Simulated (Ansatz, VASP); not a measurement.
Two plane-wave programs on Mg

```
Mg
1.0
     3.19531    0.00000    0.00000
    -1.59766    2.76722    0.00000
     0.00000    0.00000    5.18794
Mg
2
Direct
  0.33333 0.66667 0.25000
  0.66667 0.33333 0.75000
```

Alike in both runs: task single point; functional PBE; k mesh 19 × 19 × 10; occupations fermi-dirac, width 0.1 eV; no spin polarisation.

|  | VASP | Ansatz |
| --- | --- | --- |
| version | VASP 6.6.1 | Ansatz 0.2.0 |
| potentials or method | VASP PAW PBE potentials, release 64 (Mg), cutoff 520 eV | plane waves (420 eV) with PAW, scalar-relativistic |
| valence electrons in the cell | 4 | 20 |

|  | VASP | Ansatz | Ansatz less VASP |
| --- | --- | --- | --- |
| pressure (GPa) | -0.1 | 0.1 | +0.13 |

VASP's potentials hold 4 valence electrons a cell and Ansatz's 20, so a difference there can come from the potentials and not from the codes.
